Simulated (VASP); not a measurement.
# Pt (Pm-3m) in VASP: notebook

Pt is run at these levels: r2SCAN; tasks: single point, relaxation of cell and atoms.

Everything below comes from runs of VASP 6.6.1. Logs are shortened: lines on timing, memory, paths and dates and some standing lists are left out, and cuts for length are marked.

## Step 1: The cell of the first run

Symmetry: Pm-3m, No. 221, cubic system. The conventional cell has a = 2.704 Å, b = 2.704 Å, c = 2.704 Å, α = 90.00°, β = 90.00°, γ = 90.00°. Within 3.6 Å of Pt (site symmetry m-3m) lie 6 Pt at 2.70 Å.

This isn't the form of Pt at room conditions, which is fcc.

## Step 2: Single point, r2SCAN (19.78 Å³/atom)

Input file POSCAR:

```
Pt
1.0
    2.7044068132      0.0000000000      0.0000000000
    0.0000000000      2.7044068132      0.0000000000
    0.0000000000      0.0000000000      2.7044068132
Pt
1
Direct
    0.0000000000      0.0000000000      0.0000000000
```

Input file INCAR.step1:

```
SYSTEM = Pt
PREC = Accurate ; ENCUT = 550
ISMEAR = -1 ; SIGMA = 0.1
LREAL = .False. ; LASPH = .True.
NELM = 120 ; NBANDS = 11
GGA = PE ; ALGO = Normal
EDIFF = 1E-5 ; LWAVE = .True.
LCHARG = .False. ; GGA_COMPAT = .False.
```

Input file INCAR.step2:

```
SYSTEM = Pt
PREC = Accurate ; ENCUT = 550
EDIFF = 1E-6 ; ISMEAR = -1
SIGMA = 0.1 ; LREAL = .False.
LASPH = .True. ; NELM = 120
ALGO = Normal ; ISIF = 2
LWAVE = .False. ; LCHARG = .False.
METAGGA = R2SCAN ; LMIXTAU = .True.
NBANDS = 11 ; ISTART = 1
GGA_COMPAT = .False.
```

Input file KPOINTS:

```
regular mesh
0
Gamma
  14 14 14
  0 0 0
```

Potentials or basis: VASP PAW PBE potentials, release 64 (Pt).

Command:

```console
cat potpaw_PBE.64/Pt/POTCAR > POTCAR
cp INCAR.step1 INCAR
mpirun -np 1 vasp_std > vasp.out
cp INCAR.step2 INCAR
mpirun -np 1 vasp_std > vasp.out
```

OUTCAR:

```text
SYSTEM = Pt
   PREC = Accurate
   ENCUT = 550
   EDIFF = 1E-6
   ISMEAR = -1
   LREAL = .False.
   LASPH = .True.
   NELM = 120
   ISIF = 2
   METAGGA = R2SCAN
   ISTART = 1

 ion  position               nearest neighbor table
   1  0.000  0.000  0.000-

  LATTYP: Found a simple cubic cell.
 ALAT       =     2.7044068132

  Lattice vectors:

 A1 = (   2.7044068132,   0.0000000000,   0.0000000000)
 A2 = (   0.0000000000,   2.7044068132,   0.0000000000)
 A3 = (   0.0000000000,   0.0000000000,   2.7044068132)

Analysis of symmetry for initial positions (statically):
=====================================================================
 Subroutine PRICEL returns:
 Original cell was already a primitive cell.

 Routine SETGRP: Setting up the symmetry group for a
 simple cubic supercell.

 Subroutine GETGRP returns: Found 48 space group operations
 (whereof 48 operations were pure point group operations)
 out of a pool of 48 trial point group operations.

The static configuration has the point symmetry O_h .

Analysis of symmetry for dynamics (positions and initial velocities):
=====================================================================
 Subroutine PRICEL returns:
 Original cell was already a primitive cell.

 Routine SETGRP: Setting up the symmetry group for a
 simple cubic supercell.

 Subroutine GETGRP returns: Found 48 space group operations
 (whereof 48 operations were pure point group operations)
 out of a pool of 48 trial point group operations.

The dynamic configuration has the point symmetry O_h .

 Subroutine INISYM returns: Found 48 space group operations
 (whereof 48 operations are pure point group operations),
 and found     1 'primitive' translations

----------------------------------------------------------------------------------------

                                     Primitive cell

  volume of cell :      19.7795

  direct lattice vectors                    reciprocal lattice vectors
     2.704406813  0.000000000  0.000000000     0.369766854  0.000000000  0.000000000
     0.000000000  2.704406813  0.000000000     0.000000000  0.369766854  0.000000000
     0.000000000  0.000000000  2.704406813     0.000000000  0.000000000  0.369766854

  length of vectors
     2.704406813  2.704406813  2.704406813     0.369766854  0.369766854  0.369766854

  position of ions in fractional coordinates (direct lattice)
[... 81 lines left out ...]
   IBRION =     -1    ionic relax: 0-MD 1-quasi-New 2-CG
   NFREE  =      0    steps in history (QN), initial steepest desc. (CG)
   ISIF   =      2    stress and relaxation
   ISYM   =      2    0-nonsym 1-usesym 2-fastsym
   POTIM  = 0.5000    time-step for ionic-motion
   TEBEG  =    0.0;   TEEND  =   0.0 temperature during run
   PSTRESS=    0.0 pullay stress
   NELECT =      10.0000    total number of electrons
   NUPDOWN=      -1.0000    fix difference up-down
   EMIN   =  10.00;   EMAX   =-10.00  energy-range for DOS
   EFERMI =   0.00;   METHOD = LEGACY
   ISMEAR =    -1;   SIGMA  =   0.10  broadening in eV -4-tet -1-fermi 0-gaus
   EFERMI_NEDOS =   21; number of points for ismear=-14 and -15
   IALGO  =     38    algorithm
   IMIX   =      4    mixing-type and parameters
     AMIX     =   0.40;   BMIX     =  1.00
     AMIX_MAG =   1.60;   BMIX_MAG =  1.00
  volume/ion in A,a.u.               =      19.78       133.48
  Fermi-wavevector in a.u.,A,eV,Ry     =   1.304176  2.464535 23.141803  1.700875
  Thomas-Fermi vector in A             =   2.435129
   LORBIT       =      0    0 simple, 1 ext, 2 COOP (PROOUT), +10 PAW based schemes
   METAGGA = R2SCAN    functional components
   LHFCALC =     F    Hartree Fock is set to
   AEXX    =    0.0000 exact exchange contribution
   IVDW    =     0    specifies the selected vdW correction
   LEPSILON=     F    determine dielectric tensor
   LRPA    =     F    only Hartree local field effects (RPA)
 non-spin polarized calculation
  energy-cutoff  :      550.00
  volume of cell :       19.78
 maximum number of plane-waves:       595
 NGX is ok and might be reduce to    24
   NGX = 11   NGY = 11   NGZ = 11

 number of electron      10.0000002 magnetization

 Free energy of the ion-electron system (eV)
  ---------------------------------------------------
  ext. energy  EPLUGINS =         0.00000000
  ---------------------------------------------------
  free energy    TOTEN  =       -50.96165473 eV

  energy without entropy =      -50.90883987  energy(sigma->0) =      -50.93524730

 E-fermi :   6.6018     XC(G=0): -12.5660

 val. band max:        6.5996808607   @ k =   0.1429   0.0714   0.0714
 cond. band min:       6.6387961154   @ k =   0.2143   0.0714   0.0714
 fundamental gap:      0.0391152547
 Fermi energy:         6.6017875474

 k-point     1 :       0.0000    0.0000    0.0000
  band No.  band energies     occupation
      1      -1.1064      2.00000
      2       1.5397      2.00000
      3       1.5397      2.00000
      4       6.7818      0.28357
      5       6.7818      0.28356
      6       6.7818      0.28356
      7      21.9645      0.00000
      8      21.9645      0.00000
      9      21.9645      0.00000
     10      27.4693      0.00000
     11      30.1819      0.00000
[... 309 lines left out ...]
 k-point    24 :       0.3571    0.2143    0.0000
  band No.  band energies     occupation
      1       1.6556      2.00000
      2       2.8884      2.00000
      3       3.7836      2.00000
      4       5.3350      1.99999
      5       6.1854      1.96940
      6       6.1870      1.96890
      7      14.0990      0.00000
      8      20.3918      0.00000
      9      25.2378      0.00000
     10      28.0067      0.00000
     11      28.3748      0.00000

 [... further k-points ...]

------------------------ aborting loop because EDIFF is reached ----------------------------------------

  FORCE on cell =-STRESS in cart. coord.  units (eV):
  Direction    XX          YY          ZZ          XY          YZ          ZX
  --------------------------------------------------------------------------------------
  -------------------------------------------------------------------------------------
  Total       -2.0466053     -2.0466053     -2.0466053      0.0000000      0.0000000     -0.0000000
  in kB     -165.7786589   -165.7786589   -165.7786589      0.0000000      0.0000000     -0.0000000
  external PRESSURE =    -165.7786589 kB  Pullay stress =       0.0000000 kB

 VOLUME and BASIS-vectors are now :
 -----------------------------------------------------------------------------
  energy-cutoff  :      550.00
  volume of cell :       19.78
      direct lattice vectors                 reciprocal lattice vectors
     2.704406813  0.000000000  0.000000000     0.369766854  0.000000000  0.000000000
     0.000000000  2.704406813  0.000000000     0.000000000  0.369766854  0.000000000
     0.000000000  0.000000000  2.704406813     0.000000000  0.000000000  0.369766854

 POSITION                                       TOTAL-FORCE (eV/Angst)
 -----------------------------------------------------------------------------------
      0.00000      0.00000      0.00000         0.000000      0.000000      0.000000
 -----------------------------------------------------------------------------------
    total drift:                                0.000000     -0.000000      0.000000

  FREE ENERGIE OF THE ION-ELECTRON SYSTEM (eV)
  ---------------------------------------------------
  free  energy   TOTEN  =       -50.9616547261 eV

  energy  without entropy=      -50.9088398655  energy(sigma->0) =      -50.93524730
```

It took 96 s on 1 thread of Intel Xeon 8259CL, shared host; peak memory 0.16 GiB.

Results:

- Free energy: -50.9617 eV
- Pressure: -16.6 GPa
- Band gap on the k mesh: zero (bands 5 and 6 overlap by 2.85 eV)

Caveat: the cell stands under tension; the PAW data sets were made with another functional, which shifts forces and pressure a little; spin-orbit coupling is left out, which moves the levels of the heavy elements.

## Step 3: Single point, r2SCAN

This run uses another cell than the first one, of 17.66 Å³/atom.

Input file POSCAR:

```
Pt
1.0
    2.6041501060      0.0000000000      0.0000000000
    0.0000000000      2.6041501060      0.0000000000
    0.0000000000      0.0000000000      2.6041501060
Pt
1
Direct
    0.0000000000      0.0000000000      0.0000000000
```

Input file INCAR.step1:

```
  ALGO = Normal
  EDIFF = 1E-5
  ENCUT = 550
  GGA = PE
  GGA_COMPAT = F
  ISMEAR = -1
  LASPH = T
  LCHARG = F
  LREAL = F
  LWAVE = T
  NBANDS = 11
  NELM = 120
  PREC = Accurate
  SIGMA = 0.1
```

Input file INCAR.step2:

```
  ALGO = Normal
  EDIFF = 1E-6
  ENCUT = 550
  GGA_COMPAT = F
  ISIF = 2
  ISMEAR = -1
  ISTART = 1
  LASPH = T
  LCHARG = T
  LELF = T
  LMIXTAU = T
  LREAL = F
  LVHAR = T
  LWAVE = F
  METAGGA = R2SCAN
  NBANDS = 11
  NELM = 120
  PREC = Accurate
  SIGMA = 0.1
```

Input file KPOINTS:

```
k-points
0
Gamma
  20 20 20
```

Potentials or basis: VASP PAW PBE potentials, release 64 (Pt).

Command:

```console
cat potpaw_PBE.64/Pt/POTCAR > POTCAR
cp INCAR.step1 INCAR
mpirun -np 1 vasp_std > vasp.out
cp INCAR.step2 INCAR
mpirun -np 1 vasp_std > vasp.out
```

OUTCAR:

```text
EDIFF = 1E-6
   ENCUT = 550
   ISIF = 2
   ISMEAR = -1
   ISTART = 1
   LASPH = T
   LREAL = F
   METAGGA = R2SCAN
   NELM = 120
   PREC = Accurate

 ion  position               nearest neighbor table
   1  0.000  0.000  0.000-

  LATTYP: Found a simple cubic cell.
 ALAT       =     2.6041501060

  Lattice vectors:

 A1 = (   2.6041501060,   0.0000000000,   0.0000000000)
 A2 = (   0.0000000000,   2.6041501060,   0.0000000000)
 A3 = (   0.0000000000,   0.0000000000,   2.6041501060)

[... 505 lines left out ...]
      3       3.5681      2.00000
      4       7.4007      1.99979
      5       7.7171      1.99495
      6       8.4201      0.51839
      7      19.9753      0.00000
      8      24.2137      0.00000
      9      26.7906      0.00000
     10      29.6971      0.00000
     11      33.4468      0.00000

 [... further k-points ...]
[... 5 lines left out ...]
  --------------------------------------------------------------------------------------
  -------------------------------------------------------------------------------------
  Total        0.0672446      0.0672446      0.0672446     -0.0000000      0.0000000     -0.0000000
  in kB        6.1005607      6.1005607      6.1005607     -0.0000000      0.0000000     -0.0000000
  external PRESSURE =       6.1005607 kB  Pullay stress =       0.0000000 kB

 VOLUME and BASIS-vectors are now :
 -----------------------------------------------------------------------------
  energy-cutoff  :      550.00
  volume of cell :       17.66
      direct lattice vectors                 reciprocal lattice vectors
     2.604150106  0.000000000  0.000000000     0.384002442  0.000000000  0.000000000
     0.000000000  2.604150106  0.000000000     0.000000000  0.384002442  0.000000000
     0.000000000  0.000000000  2.604150106     0.000000000  0.000000000  0.384002442

 POSITION                                       TOTAL-FORCE (eV/Angst)
 -----------------------------------------------------------------------------------
      0.00000      0.00000      0.00000         0.000000      0.000000      0.000000
 -----------------------------------------------------------------------------------
    total drift:                               -0.000000      0.000000      0.000000

  FREE ENERGIE OF THE ION-ELECTRON SYSTEM (eV)
  ---------------------------------------------------
  free  energy   TOTEN  =       -51.0898487390 eV

  energy  without entropy=      -51.0466370526  energy(sigma->0) =      -51.06824290
```

OUTCAR.step1:

```text
EDIFF = 1E-5
   ENCUT = 550
   GGA = PE
   ISMEAR = -1
   LASPH = T
   LREAL = F
[... 550 lines left out ...]

 POSITION                                       TOTAL-FORCE (eV/Angst)
 -----------------------------------------------------------------------------------
      0.00000      0.00000      0.00000         0.000000      0.000000      0.000000
 -----------------------------------------------------------------------------------
    total drift:                                0.000000      0.000000      0.000000

  FREE ENERGIE OF THE ION-ELECTRON SYSTEM (eV)
  ---------------------------------------------------
  free  energy   TOTEN  =        -5.6618674264 eV

  energy  without entropy=       -5.6168249868  energy(sigma->0) =       -5.63934621
```

Run time: 3.6 min. Hardware: 1 thread of Intel Xeon 8259CL, shared host; peak memory 0.18 GiB.

Results:

```
Free energy            : -51.0898 eV
Pressure               : 0.6 GPa
Band gap on the k mesh : zero (bands 5 and 6 overlap by 3.46 eV)
```

Caveat: the PAW data sets were made with another functional, which shifts forces and pressure a little; spin-orbit coupling is left out, which moves the levels of the heavy elements.

(Part 1 of 2 ends here.)
